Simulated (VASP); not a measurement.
Write the native input for VASP 6.6.1 that does the following.

```
Task                   : single point
Functional             : PBE
Potentials or basis    : VASP PAW PBE potentials, release 64 (In_d, Se)
Cutoff                 : 520 eV
k mesh                 : 6 × 6 × 6
Occupations            : fermi-dirac, width 0.05 eV
Spin                   : no spin polarisation
Dipole correction      : no
Further INCAR settings : ALGO = Normal; EDIFF = 1e-06; NBANDS = 30
```

The structure of In3Se lies in POSCAR:

```
In3Se
1.0
    4.8669725914      0.0000000000      0.0000000000
    0.0000000000      4.8669725914      0.0000000000
    0.0000000000      0.0000000000      4.8669725914
In Se
3 1
Direct
    0.5000000000      0.5000000000      0.0000000000
    0.5000000000      0.0000000000      0.5000000000
    0.0000000000      0.5000000000      0.5000000000
    0.0000000000      0.0000000000      0.0000000000
```

These files were run (other wordings do the same):

INCAR

```
SYSTEM = In3Se
ALGO = Normal
EDIFF = 1E-6
ENCUT = 520
GGA = PE
ISIF = 2
ISMEAR = -1
LASPH = .TRUE.
LCHARG = .TRUE.
LELF = .TRUE.
LREAL = .FALSE.
LVHAR = .TRUE.
LWAVE = .FALSE.
NBANDS = 30
NELM = 80
PREC = Accurate
SIGMA = 0.05
```

KPOINTS

```
k-points
0
G
  6 6 6
  0 0 0
```

Potentials or basis: VASP PAW PBE potentials, release 64 (In_d, Se).

The run is started by

```console
$ cat potpaw_PBE.64/In_d/POTCAR potpaw_PBE.64/Se/POTCAR > POTCAR
$ mpirun -np 1 vasp_std > vasp.out
```

It gave:

* Pressure: -1.4 GPa
* Band gap on the k mesh: zero (an odd number of electrons rules out a gap without spin polarisation)

Caveat: spin-orbit coupling is left out, which moves the levels of the heavy elements.

Wall time 34 s on 1 thread of Intel(R) Xeon(R) Platinum 8488C (Sapphire Rapids) (shared host), peak memory 0.22 GiB.
